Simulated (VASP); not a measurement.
# BN (I-4m2) in VASP: notebook

Runs on BN. Level: PBEsol. Tasks: electric field gradients.

Everything below comes from runs of VASP 6.6.1. Logs are shortened: lines on timing, memory, paths and dates and some standing lists are left out, and cuts for length are marked.

**1. The cell of the first run**

It takes space group I-4m2 (No. 119, tetragonal). The conventional cell has a = 2.582 Å, b = 2.582 Å, c = 3.615 Å, α = 90.00°, β = 90.00°, γ = 90.00°. B (site symmetry -4m2) has 4 N at 1.58 Å within 2.1 Å. Within 2.1 Å of N (site symmetry -4m2) lie 4 B at 1.58 Å.

**2. Electric field gradients, PBEsol (equal xx and yy strain of +1 %)**

INCAR reads:

```
PREC = Accurate ; ENCUT = 520
EDIFF = 1E-8 ; ISMEAR = -1
SIGMA = 0.03 ; LREAL = F
LASPH = T ; NELM = 100
ALGO = Normal ; ISIF = 2
LWAVE = F ; LCHARG = F
GGA = PS ; LEFG = T
NBANDS = 11
```

KPOINTS reads:

```
regular mesh
0
Gamma
  13 13 13
```

POSCAR reads:

```
BN
1.0
    0.0000000000      1.8255750000      1.8075000000
    1.8255750000      0.0000000000      1.8075000000
    1.8255750000      1.8255750000      0.0000000000
B N
1 1
Direct
    0.0000000000      0.0000000000      0.0000000000
    0.7500000000      0.7500000000      0.7500000000
```

Potentials or basis: VASP PAW PBE potentials, release 64 (B, N).

Run with:

```sh
> cat potpaw_PBE.64/B/POTCAR potpaw_PBE.64/N/POTCAR > POTCAR
> mpirun -np 1 vasp_std > vasp.out
```

OUTCAR:

```text
PREC = Accurate
   ENCUT = 520
   EDIFF = 1E-8
   ISMEAR = -1
   LREAL = F
   LASPH = T
   NELM = 100
   ISIF = 2
   GGA = PS

 ion  position               nearest neighbor table
   1  0.000  0.000  0.000-   2 1.58   2 1.58   2 1.58   2 1.58
   2  0.750  0.750  0.750-   1 1.58   1 1.58   1 1.58   1 1.58

  LATTYP: Found a body centered tetragonal cell.
 ALAT       =     2.5817529241
 C/A-ratio  =     1.4002114479

  Lattice vectors:

 A1 = (   0.0000000000,  -1.8255750000,  -1.8075000000)
 A2 = (   0.0000000000,   1.8255750000,  -1.8075000000)
 A3 = (   1.8255750000,   0.0000000000,   1.8075000000)

Analysis of symmetry for initial positions (statically):
=====================================================================
 Subroutine PRICEL returns:
 Original cell was already a primitive cell.

 Routine SETGRP: Setting up the symmetry group for a
 body centered tetragonal supercell.

 Subroutine GETGRP returns: Found  8 space group operations
 (whereof  8 operations were pure point group operations)
 out of a pool of 16 trial point group operations.

The static configuration has the point symmetry D_2d.

Analysis of symmetry for dynamics (positions and initial velocities):
=====================================================================
 Subroutine PRICEL returns:
 Original cell was already a primitive cell.

 Routine SETGRP: Setting up the symmetry group for a
 body centered tetragonal supercell.

 Subroutine GETGRP returns: Found  8 space group operations
 (whereof  8 operations were pure point group operations)
 out of a pool of 16 trial point group operations.

The dynamic configuration has the point symmetry D_2d.

 Subroutine INISYM returns: Found  8 space group operations
 (whereof  8 operations are pure point group operations),
 and found     1 'primitive' translations

----------------------------------------------------------------------------------------

                                     Primitive cell

  volume of cell :      12.0478

  direct lattice vectors                    reciprocal lattice vectors
     0.000000000  1.825575000  1.807500000    -0.273886310  0.273886310  0.276625173
     1.825575000  0.000000000  1.807500000     0.273886310 -0.273886310  0.276625173
     1.825575000  1.825575000  0.000000000     0.273886310  0.273886310 -0.276625173

  length of vectors
     2.569003762  2.569003762  2.581752924     0.475971541  0.475971541  0.475971541

  position of ions in fractional coordinates (direct lattice)
     0.000000000  0.000000000  0.000000000
     0.750000000  0.750000000  0.750000000

  ion indices of the primitive-cell ions
   primitive index   ion index
                 1           1
                 2           2

----------------------------------------------------------------------------------------

 KPOINTS: regular mesh

Automatic generation of k-mesh.
 Grid dimensions read from file:
 generate k-points for:   13   13   13

 Generating k-lattice:

  Cartesian coordinates                     Fractional coordinates (reciprocal lattice)
    -0.021068178  0.021068178  0.021278859     0.076923077  0.000000000  0.000000000
     0.021068178 -0.021068178  0.021278859     0.000000000  0.076923077  0.000000000
     0.021068178  0.021068178 -0.021278859     0.000000000  0.000000000  0.076923077

  Length of vectors
     0.036613195  0.036613195  0.036613195

  Shift w.r.t. Gamma in fractional coordinates (k-lattice)
     0.000000000  0.000000000  0.000000000

 Subroutine IBZKPT returns following result:
 ===========================================

 Found    196 irreducible k-points:

 Following reciprocal coordinates:
            Coordinates               Weight
  0.000000  0.000000  0.000000      1.000000
  0.076923 -0.000000  0.000000      8.000000
  0.153846 -0.000000  0.000000      8.000000
  0.230769  0.000000  0.000000      8.000000
  0.307692 -0.000000  0.000000      8.000000
  0.384615  0.000000  0.000000      8.000000
[... 16 lines left out ...]
  0.384615  0.153846  0.000000      8.000000
  0.461538  0.153846  0.000000      8.000000
 [... further k-points ...]
   k-points           NKPTS =    196   k-points in BZ     NKDIM =    196   number of bands    NBANDS=     11
   number of dos      NEDOS =    301   number of ions     NIONS =      2
   total plane-waves  NPLWV =   8000
   dimension x,y,z NGX =    20 NGY =   20 NGZ =   20
   dimension x,y,z NGXF=    40 NGYF=   40 NGZF=   40
   ions per type =               1   1
   NGX,Y,Z   is equivalent  to a cutoff of  12.94, 12.94, 12.88 a.u.
   NGXF,Y,Z  is equivalent  to a cutoff of  25.88, 25.88, 25.76 a.u.
 SYSTEM =  unknown system
   PREC   = accura    normal or accurate (medium, high low for compatibility)
   ISTART =      0    job   : 0-new  1-cont  2-samecut
   ICHARG =      2    charge: 1-file 2-atom 10-const
   ISPIN  =      1    spin polarized calculation?
   LNONCOLLINEAR =      F non collinear calculations
   LSORBIT =      F    spin-orbit coupling
   LASPH  =      T    aspherical Exc in radial PAW
   ENCUT  =  520.0 eV  38.22 Ry    6.18 a.u.   4.78  4.78  4.80*2*pi/ulx,y,z
   NELM   =    100;   NELMIN=  2; NELMDL= -5     # of ELM steps
   EDIFF  = 0.1E-07   stopping-criterion for ELM
   LREAL  =      F    real-space projection
   EDIFFG = 0.1E-06   stopping-criterion for IOM
   NSW    =      0    number of steps for IOM
   IBRION =     -1    ionic relax: 0-MD 1-quasi-New 2-CG
   NFREE  =      0    steps in history (QN), initial steepest desc. (CG)
   ISIF   =      2    stress and relaxation
   ISYM   =      2    0-nonsym 1-usesym 2-fastsym
   POTIM  = 0.5000    time-step for ionic-motion
   TEBEG  =    0.0;   TEEND  =   0.0 temperature during run
   PSTRESS=    0.0 pullay stress
   NELECT =       8.0000    total number of electrons
   NUPDOWN=      -1.0000    fix difference up-down
   EMIN   =  10.00;   EMAX   =-10.00  energy-range for DOS
   EFERMI =   0.00;   METHOD = LEGACY
   ISMEAR =    -1;   SIGMA  =   0.03  broadening in eV -4-tet -1-fermi 0-gaus
   EFERMI_NEDOS =   21; number of points for ismear=-14 and -15
   IALGO  =     38    algorithm
   IMIX   =      4    mixing-type and parameters
     AMIX     =   0.40;   BMIX     =  1.00
     AMIX_MAG =   1.60;   BMIX_MAG =  1.00
  volume/ion in A,a.u.               =       6.02        40.65
  Fermi-wavevector in a.u.,A,eV,Ry     =   1.428244  2.698989 27.754248  2.039880
  Thomas-Fermi vector in A             =   2.548326
   LORBIT       =      0    0 simple, 1 ext, 2 COOP (PROOUT), +10 PAW based schemes
   GGA     = PS    functional components
   LHFCALC =     F    Hartree Fock is set to
   AEXX    =    0.0000 exact exchange contribution
   IVDW    =     0    specifies the selected vdW correction
   LEPSILON=     F    determine dielectric tensor
   LRPA    =     F    only Hartree local field effects (RPA)
 non-spin polarized calculation
  energy-cutoff  :      520.00
  volume of cell :       12.05
 maximum number of plane-waves:       331
   NGX =  9   NGY =  9   NGZ =  9

 number of electron       8.0000000 magnetization

 Free energy of the ion-electron system (eV)
  ---------------------------------------------------
  ext. energy  EPLUGINS =         0.00000000
  ---------------------------------------------------
  free energy    TOTEN  =       -18.33651307 eV

  energy without entropy =      -18.33651307  energy(sigma->0) =      -18.33651307

 E-fermi :   7.8367     XC(G=0): -12.9194

 val. band max:        7.1834000070   @ k =   0.0000   0.0000   0.0000
 cond. band min:      11.3410221788   @ k =   0.4615   0.4615   0.0000
 fundamental gap:      4.1576221717
 Fermi energy:         7.8367332867

 k-point     1 :       0.0000    0.0000    0.0000
  band No.  band energies     occupation
      1     -12.9079      2.00000
      2       7.0880      2.00000
      3       7.0880      2.00000
      4       7.1834      2.00000
      5      15.7432      0.00000
      6      15.8122      0.00000
      7      15.8122      0.00000
      8      17.0677      0.00000
      9      31.2599      0.00000
     10      34.3132      0.00000
     11      34.8036      0.00000
[... 309 lines left out ...]
 k-point    24 :       0.4615    0.1538    0.0000
  band No.  band energies     occupation
      1      -8.9510      2.00000
      2      -2.0867      2.00000
      3       3.9735      2.00000
      4       4.2514      2.00000
      5      15.6954      0.00000
      6      19.0388      0.00000
      7      19.3792      0.00000
      8      21.3984      0.00000
      9      27.5477      0.00000
     10      32.9426      0.00000
     11      34.7027      0.00000

 [... further k-points ...]

------------------------ aborting loop because EDIFF is reached ----------------------------------------

  FORCE on cell =-STRESS in cart. coord.  units (eV):
  Direction    XX          YY          ZZ          XY          YZ          ZX
  --------------------------------------------------------------------------------------
  -------------------------------------------------------------------------------------
  Total       -0.8695136     -0.8695136     -0.4307065      0.0000000     -0.0000000      0.0000000
  in kB     -115.6323315   -115.6323315    -57.2775328      0.0000000     -0.0000000      0.0000000
  external PRESSURE =     -96.1807319 kB  Pullay stress =       0.0000000 kB

 VOLUME and BASIS-vectors are now :
 -----------------------------------------------------------------------------
  energy-cutoff  :      520.00
  volume of cell :       12.05
      direct lattice vectors                 reciprocal lattice vectors
     0.000000000  1.825575000  1.807500000    -0.273886310  0.273886310  0.276625173
     1.825575000  0.000000000  1.807500000     0.273886310 -0.273886310  0.276625173
     1.825575000  1.825575000  0.000000000     0.273886310  0.273886310 -0.276625173

 POSITION                                       TOTAL-FORCE (eV/Angst)
 -----------------------------------------------------------------------------------
      0.00000      0.00000      0.00000         0.000000      0.000000      0.000000
      2.73836      2.73836      2.71125        -0.000000     -0.000000      0.000000
 -----------------------------------------------------------------------------------
    total drift:                               -0.000000     -0.000000      0.000000

  FREE ENERGIE OF THE ION-ELECTRON SYSTEM (eV)
  ---------------------------------------------------
  free  energy   TOTEN  =       -18.3365130656 eV

  energy  without entropy=      -18.3365130656  energy(sigma->0) =      -18.33651307

 Electric field gradients (V/A^2)
---------------------------------------------------------------------
 ion       V_xx      V_yy      V_zz      V_xy      V_xz      V_yz
---------------------------------------------------------------------
   1      -0.176    -0.176     0.351    -0.000    -0.000    -0.000
   2       0.785     0.785    -1.570    -0.000    -0.000    -0.000
---------------------------------------------------------------------

 Electric field gradients after diagonalization (V/A^2)
 (convention: |V_zz| > |V_xx| > |V_yy|)
----------------------------------------------------------------------
 ion       V_xx      V_yy      V_zz     asymmetry (V_yy - V_xx)/ V_zz
----------------------------------------------------------------------
   1      -0.176    -0.176     0.351       0.000
   2       0.785     0.785    -1.570       0.000
----------------------------------------------------------------------

           NMR quadrupolar parameters

 Cq : quadrupolar parameter    Cq=e*Q*V_zz/h
 eta: asymmetry parameters     (V_yy - V_xx)/ V_zz
 Q  : nuclear electric quadrupole moment in mb (millibarn)
----------------------------------------------------------------------
 ion       Cq(MHz)       eta       Q (mb)
----------------------------------------------------------------------
   1       0.001       0.000       1.000
   2      -0.004       0.000       1.000
----------------------------------------------------------------------
```

Wall time 39 s (1 thread of Intel Xeon 8259CL, shared host); peak memory 0.14 GiB.

Results:

| Quantity | Value |
| --- | --- |
| Free energy | -18.3365 eV |
| Pressure | -9.6 GPa |
| Band gap on the k mesh | 4.16 eV (least direct gap 8.56 eV) |
| Largest electric field gradient by atom | B +0.4; N -1.6 V/Å² |

Levels at points of the mesh, in eV from the valence-band top:
| k point | band 1 | band 2 | band 3 | band 4 | band 5 | band 6 | band 7 | band 8 |
| --- | --- | --- | --- | --- | --- | --- | --- | --- |
| (0.00, 0.00, 0.00) | -20.09 | -0.10 | -0.10 | 0.00 | 8.56 | 8.63 | 8.63 | 9.88 |

Electric field gradients, principal values (V/Å²):
| atom | least | middle | greatest (by size) |
| --- | --- | --- | --- |
| 1 B | -0.176 | -0.176 | 0.351 |
| 2 N | 0.785 | 0.785 | -1.570 |

Caveat: the cell differs from its parent crystal (equal xx and yy strain of +1 %); the cell stands under tension; without QUAD_EFG the Cq values of the log hold for a quadrupole moment of 1 mb, not for the nuclei; the PAW data sets were made with another functional, which shifts forces and pressure a little; an odd mesh through Γ misses points on the zone boundary, where band edges can lie.

(Part 1 of 3 ends here.)
